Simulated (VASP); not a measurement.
# H (I4/mmm) in VASP: further runs

Aim: see how the results for H move with the level of theory and the settings. Levels: r2SCAN, LDA, r2SCAN+D3(BJ). Tasks: relaxation of cell and atoms, single point.

Everything below comes from runs of VASP 6.6.1. Logs are shortened: lines on timing, memory, paths and dates and some standing lists are left out, and cuts for length are marked.

## (1) The cell of the first run

It takes space group I4/mmm (No. 139, tetragonal). The conventional cell has a = 3.383 Å, b = 3.383 Å, c = 4.117 Å, α = 90.00°, β = 90.00°, γ = 90.00°. Within 1.0 Å of H (site symmetry 4mm) lie 1 H at 0.74 Å.

## (2) Relaxation of cell and atoms, r2SCAN

The input, POSCAR:

```
H
1.0
   -1.6915344700      1.6915344700      2.0584739900
    1.6915344700     -1.6915344700      2.0584739900
    1.6915344700      1.6915344700     -2.0584739900
H
2
Direct
    0.0901377100      0.0901377100      0.0000000000
    0.9098622900      0.9098622900      0.0000000000
```

The input, INCAR.step1:

```
PREC = Accurate ; ENCUT = 600
ISMEAR = -1 ; SIGMA = 0.05
LREAL = F ; LASPH = T
NELM = 80 ; GGA = PE
ALGO = Normal ; EDIFF = 1E-4
LWAVE = T ; LCHARG = F
```

The input, INCAR.step2:

```
PREC = Accurate ; ENCUT = 600
EDIFF = 1E-6 ; ISMEAR = -1
SIGMA = 0.05 ; LREAL = F
LASPH = T ; NELM = 80
ALGO = Normal ; ISIF = 3
LWAVE = F ; LCHARG = F
METAGGA = R2SCAN ; LMIXTAU = T
IBRION = 2 ; NSW = 60
EDIFFG = -0.01 ; ISTART = 1
```

The input, KPOINTS:

```
regular mesh
0
Gamma
  11 11 11
```

Potentials or basis: VASP PAW PBE potentials, release 64 (H).

The run is started by

```console
$ cat potpaw_PBE.64/H/POTCAR > POTCAR
$ cp INCAR.step1 INCAR
$ mpirun -np 1 vasp_std > vasp.out
$ cp INCAR.step2 INCAR
$ mpirun -np 1 vasp_std > vasp.out
```

OUTCAR:

```text
PREC = Accurate
   ENCUT = 600
   EDIFF = 1E-6
   ISMEAR = -1
   LREAL = F
   LASPH = T
   NELM = 80
   ISIF = 3
   METAGGA = R2SCAN
   IBRION = 2
   NSW = 60
   EDIFFG = -0.01
   ISTART = 1

 ion  position               nearest neighbor table
   1  0.090  0.090  0.000-   2 0.74
   2  0.910  0.910  0.000-   1 0.74

  LATTYP: Found a body centered tetragonal cell.
 ALAT       =     3.3830689400
 C/A-ratio  =     1.2169270130

  Lattice vectors:

 A1 = (  -1.6915344700,   1.6915344700,   2.0584739900)
 A2 = (   1.6915344700,  -1.6915344700,   2.0584739900)
 A3 = (   1.6915344700,   1.6915344700,  -2.0584739900)

Analysis of symmetry for initial positions (statically):
=====================================================================
 Subroutine PRICEL returns:
 Original cell was already a primitive cell.

 Routine SETGRP: Setting up the symmetry group for a
 body centered tetragonal supercell.

 Subroutine GETGRP returns: Found 16 space group operations
 (whereof 16 operations were pure point group operations)
 out of a pool of 16 trial point group operations.

The static configuration has the point symmetry D_4h.

Analysis of symmetry for dynamics (positions and initial velocities):
=====================================================================
 Subroutine PRICEL returns:
 Original cell was already a primitive cell.

 Routine SETGRP: Setting up the symmetry group for a
 body centered tetragonal supercell.

 Subroutine GETGRP returns: Found 16 space group operations
 (whereof 16 operations were pure point group operations)
 out of a pool of 16 trial point group operations.

The dynamic configuration has the point symmetry D_4h.

 Subroutine INISYM returns: Found 16 space group operations
 (whereof 16 operations are pure point group operations),
 and found     1 'primitive' translations

----------------------------------------------------------------------------------------

                                     Primitive cell

  volume of cell :      23.5596

  direct lattice vectors                    reciprocal lattice vectors
    -1.691534470  1.691534470  2.058473990     0.000000000  0.295589602  0.242898381
     1.691534470 -1.691534470  2.058473990     0.295589602  0.000000000  0.242898381
     1.691534470  1.691534470 -2.058473990     0.295589602  0.295589602  0.000000000

  length of vectors
     3.155929799  3.155929799  3.155929799     0.382587031  0.382587031  0.418026823

  position of ions in fractional coordinates (direct lattice)
     0.090137710  0.090137710  0.000000000
     0.909862290  0.909862290  0.000000000

  ion indices of the primitive-cell ions
   primitive index   ion index
                 1           1
                 2           2

----------------------------------------------------------------------------------------

 KPOINTS: regular mesh

Automatic generation of k-mesh.
 Grid dimensions read from file:
 generate k-points for:   11   11   11

 Generating k-lattice:

  Cartesian coordinates                     Fractional coordinates (reciprocal lattice)
     0.000000000  0.026871782  0.022081671     0.090909091  0.000000000  0.000000000
     0.026871782  0.000000000  0.022081671     0.000000000  0.090909091  0.000000000
     0.026871782  0.026871782  0.000000000     0.000000000  0.000000000  0.090909091

  Length of vectors
     0.034780639  0.034780639  0.038002438

  Shift w.r.t. Gamma in fractional coordinates (k-lattice)
     0.000000000  0.000000000  0.000000000

 Subroutine IBZKPT returns following result:
 ===========================================

 Found    126 irreducible k-points:

 Following reciprocal coordinates:
            Coordinates               Weight
  0.000000  0.000000  0.000000      1.000000
  0.090909  0.000000 -0.000000      8.000000
  0.181818  0.000000  0.000000      8.000000
  0.272727  0.000000  0.000000      8.000000
  0.363636 -0.000000  0.000000      8.000000
  0.454545  0.000000 -0.000000      8.000000
[... 16 lines left out ...]
 -0.272727  0.181818 -0.000000     16.000000
 -0.181818  0.181818  0.000000      4.000000
 [... further k-points ...]
   k-points           NKPTS =    126   k-points in BZ     NKDIM =    126   number of bands    NBANDS=      5
   number of dos      NEDOS =    301   number of ions     NIONS =      2
   total plane-waves  NPLWV =  21952
   dimension x,y,z NGX =    28 NGY =   28 NGZ =   28
   dimension x,y,z NGXF=    56 NGYF=   56 NGZF=   56
   ions per type =               2
   NGX,Y,Z   is equivalent  to a cutoff of  14.75, 14.75, 14.75 a.u.
   NGXF,Y,Z  is equivalent  to a cutoff of  29.50, 29.50, 29.50 a.u.
 SYSTEM =  unknown system
   PREC   = accura    normal or accurate (medium, high low for compatibility)
   ISTART =      1    job   : 0-new  1-cont  2-samecut
   ICHARG =      0    charge: 1-file 2-atom 10-const
   ISPIN  =      1    spin polarized calculation?
   LNONCOLLINEAR =      F non collinear calculations
   LSORBIT =      F    spin-orbit coupling
   LASPH  =      T    aspherical Exc in radial PAW
   ENCUT  =  600.0 eV  44.10 Ry    6.64 a.u.   6.30  6.30  6.30*2*pi/ulx,y,z
   NELM   =     80;   NELMIN=  2; NELMDL=  0     # of ELM steps
   EDIFF  = 0.1E-05   stopping-criterion for ELM
   LREAL  =      F    real-space projection
   EDIFFG = -.1E-01   stopping-criterion for IOM
   NSW    =     60    number of steps for IOM
   IBRION =      2    ionic relax: 0-MD 1-quasi-New 2-CG
   NFREE  =      1    steps in history (QN), initial steepest desc. (CG)
   ISIF   =      3    stress and relaxation
   ISYM   =      2    0-nonsym 1-usesym 2-fastsym
   POTIM  = 0.5000    time-step for ionic-motion
   TEBEG  =    0.0;   TEEND  =   0.0 temperature during run
   PSTRESS=    0.0 pullay stress
   NELECT =       2.0000    total number of electrons
   NUPDOWN=      -1.0000    fix difference up-down
   EMIN   =  10.00;   EMAX   =-10.00  energy-range for DOS
   EFERMI =   0.00;   METHOD = LEGACY
   ISMEAR =    -1;   SIGMA  =   0.05  broadening in eV -4-tet -1-fermi 0-gaus
   EFERMI_NEDOS =   21; number of points for ismear=-14 and -15
   IALGO  =     38    algorithm
   IMIX   =      4    mixing-type and parameters
     AMIX     =   0.40;   BMIX     =  1.00
     AMIX_MAG =   1.60;   BMIX_MAG =  1.00
  volume/ion in A,a.u.               =      11.78        79.49
  Fermi-wavevector in a.u.,A,eV,Ry     =   0.719497  1.359653  7.043413  0.517676
  Thomas-Fermi vector in A             =   1.808708
   LORBIT       =      0    0 simple, 1 ext, 2 COOP (PROOUT), +10 PAW based schemes
   METAGGA = R2SCAN    functional components
   LHFCALC =     F    Hartree Fock is set to
   AEXX    =    0.0000 exact exchange contribution
   IVDW    =     0    specifies the selected vdW correction
   LEPSILON=     F    determine dielectric tensor
   LRPA    =     F    only Hartree local field effects (RPA)
 conjugate gradient relaxation of ions
 non-spin polarized calculation
  energy-cutoff  :      600.00
  volume of cell :       23.56
 maximum number of plane-waves:       801
 NGX is ok and might be reduce to    28
   NGX = 13   NGY = 13   NGZ = 13

--------------------------------------- Ionic step        1  -------------------------------------------

 number of electron       2.0000001 magnetization

 Free energy of the ion-electron system (eV)
  ---------------------------------------------------
  ext. energy  EPLUGINS =         0.00000000
  ---------------------------------------------------
  free energy    TOTEN  =        -6.90384807 eV

  energy without entropy =       -6.90384807  energy(sigma->0) =       -6.90384807

------------------------ aborting loop because EDIFF is reached ----------------------------------------

  FORCE on cell =-STRESS in cart. coord.  units (eV):
  Direction    XX          YY          ZZ          XY          YZ          ZX
  --------------------------------------------------------------------------------------
  -------------------------------------------------------------------------------------
  Total        0.0196274      0.0196274      0.0185242      0.0000000     -0.0000000      0.0000000
  in kB        1.3347662      1.3347662      1.2597443      0.0000000     -0.0000000      0.0000000
  external PRESSURE =       1.3097589 kB  Pullay stress =       0.0000000 kB
[... 89 lines left out ...]
  FREE ENERGIE OF THE ION-ELECTRON SYSTEM (eV)
  ---------------------------------------------------
  free  energy   TOTEN  =        -6.9038878837 eV

  energy  without entropy=       -6.9038878837  energy(sigma->0) =       -6.90388788

[... ionic steps 4 to 11 ...]

--------------------------------------- Ionic step       12  -------------------------------------------

 number of electron       1.9999999 magnetization

------------------------ aborting loop because EDIFF is reached ----------------------------------------

  FORCE on cell =-STRESS in cart. coord.  units (eV):
  Direction    XX          YY          ZZ          XY          YZ          ZX
  --------------------------------------------------------------------------------------
  -------------------------------------------------------------------------------------
  Total        0.0030883      0.0030883     -0.0539403      0.0000000      0.0000000      0.0000000
  in kB        0.1952049      0.1952049     -3.4094137      0.0000000      0.0000000      0.0000000
  external PRESSURE =      -1.0063346 kB  Pullay stress =       0.0000000 kB
[... 57 lines left out ...]
  energy  without entropy=       -6.9048302238  energy(sigma->0) =       -6.90483022

--------------------------------------- Ionic step       14  -------------------------------------------

 number of electron       1.9999999 magnetization

 Free energy of the ion-electron system (eV)
  ---------------------------------------------------
  ext. energy  EPLUGINS =         0.00000000
  ---------------------------------------------------
  free energy    TOTEN  =        -6.90489804 eV

  energy without entropy =       -6.90489804  energy(sigma->0) =       -6.90489804

 E-fermi :  -7.9177     XC(G=0):  -5.0623

 val. band max:       -8.9260099874   @ k =  -0.4545   0.4545   0.4545
 cond. band min:       1.0575497224   @ k =   0.4545   0.0000  -0.0000
 fundamental gap:      9.9835597098
 Fermi energy:        -7.9177144053

 k-point     1 :       0.0000    0.0000    0.0000
  band No.  band energies     occupation
      1     -10.9155      2.00000
      2       5.2937      0.00000
      3       8.5929      0.00000
      4      14.8350      0.00000
      5      14.8350      0.00000

 k-point     2 :       0.0909    0.0000   -0.0000
  band No.  band energies     occupation
      1     -10.8279      2.00000
      2       4.8376      0.00000
      3       8.8069      0.00000
      4      14.0402      0.00000
      5      14.3062      0.00000
[... 169 lines left out ...]
 k-point    24 :      -0.1818    0.1818    0.0000
  band No.  band energies     occupation
      1     -10.5270      2.00000
      2       4.3868      0.00000
      3       7.5061      0.00000
      4      12.8739      0.00000
      5      13.7817      0.00000

 [... further k-points ...]

------------------------ aborting loop because EDIFF is reached ----------------------------------------

  FORCE on cell =-STRESS in cart. coord.  units (eV):
  Direction    XX          YY          ZZ          XY          YZ          ZX
  --------------------------------------------------------------------------------------
  -------------------------------------------------------------------------------------
  Total        0.0000300      0.0000300      0.0060554      0.0000000     -0.0000000      0.0000000
  in kB        0.0018596      0.0018596      0.3749213      0.0000000     -0.0000000      0.0000000
  external PRESSURE =       0.1262135 kB  Pullay stress =       0.0000000 kB
[... 17 lines left out ...]
  FREE ENERGIE OF THE ION-ELECTRON SYSTEM (eV)
  ---------------------------------------------------
  free  energy   TOTEN  =        -6.9048980352 eV

  energy  without entropy=       -6.9048980351  energy(sigma->0) =       -6.90489804

 reached required accuracy - stopping structural energy minimisation
```

It took 4.6 min on 1 thread of Intel Xeon 6975P-C (Granite Rapids), shared host; peak memory 0.15 GiB.

Results:

| Item | Value |
| --- | --- |
| Free energy | -6.9049 eV |
| Relaxed volume | 12.94 Å³/atom |
| Relaxed cell | a = 3.258 Å, b = 3.258 Å, c = 3.258 Å, α = 115.35°, β = 115.35°, γ = 98.27° |
| Space group after relaxing (to 0.05 Å) | I4/mmm (No. 139) |
| Energy gained by relaxing | 0.5 meV/atom |
| Ionic steps | 14 |
| Pressure after relaxing | 0.0 GPa |
| Largest force after relaxing | 0.006 eV/Å |
| Band gap on the k mesh | 9.98 eV, indirect (least direct gap 10.67 eV) |

Forces in eV/Å, atoms in the order of the input:
```
H    0.000  0.000  0.006
H    0.000  0.000 -0.006
```

Step by step:
| step | energy change (eV) | largest force (eV/Å) | pressure (GPa) | volume (Å³) |
| --- | --- | --- | --- | --- |
| 1 | 0.0000 | 0.0108 | 0.13 | 23.56 |
| 2 | 0.0000 | 0.0154 | 0.16 | 23.59 |
| 3 | 0.0000 | 0.0371 | 0.20 | 23.62 |
| 4 | 0.0000 | 0.0362 | 0.20 | 23.63 |
| 5 | -0.0001 | 0.0344 | 0.20 | 23.65 |
| 6 | -0.0001 | 0.0308 | 0.19 | 23.69 |
| 7 | -0.0002 | 0.0235 | 0.16 | 23.78 |
| 8 | -0.0003 | 0.0090 | 0.13 | 23.96 |
| 9 | -0.0006 | 0.0190 | 0.06 | 24.31 |
| 10 | -0.0008 | 0.0720 | -0.07 | 25.04 |
| 11 | -0.0009 | 0.0900 | -0.11 | 25.29 |
| 12 | -0.0009 | 0.0802 | -0.10 | 25.35 |
| 13 | -0.0010 | 0.0524 | -0.06 | 25.52 |
| 14 | -0.0010 | 0.0056 | 0.01 | 25.88 |

Final structure:
```cif
data_structure
_symmetry_space_group_name_H-M 'P 1'
_symmetry_Int_Tables_number 1
_cell_length_a 3.2579
_cell_length_b 3.2579
_cell_length_c 3.2579
_cell_angle_alpha 115.348
_cell_angle_beta 115.348
_cell_angle_gamma 98.266
_cell_volume 25.88
loop_
_atom_site_label
_atom_site_type_symbol
_atom_site_fract_x
_atom_site_fract_y
_atom_site_fract_z
_atom_site_occupancy
H1 H 0.08700 0.08700 0.00000 1
H2 H 0.91300 0.91300 0.00000 1
```

Levels at points of the mesh, in eV from the valence-band top:
| k point | band 1 | band 2 | band 3 | band 4 | band 5 |
| --- | --- | --- | --- | --- | --- |
| (0.00, 0.00, 0.00) | -1.99 | 14.22 | 17.52 | 23.76 | 23.76 |

Caveat: the PAW data sets were made with another functional, which shifts forces and pressure a little.

(Continued in part 2 of 2.)
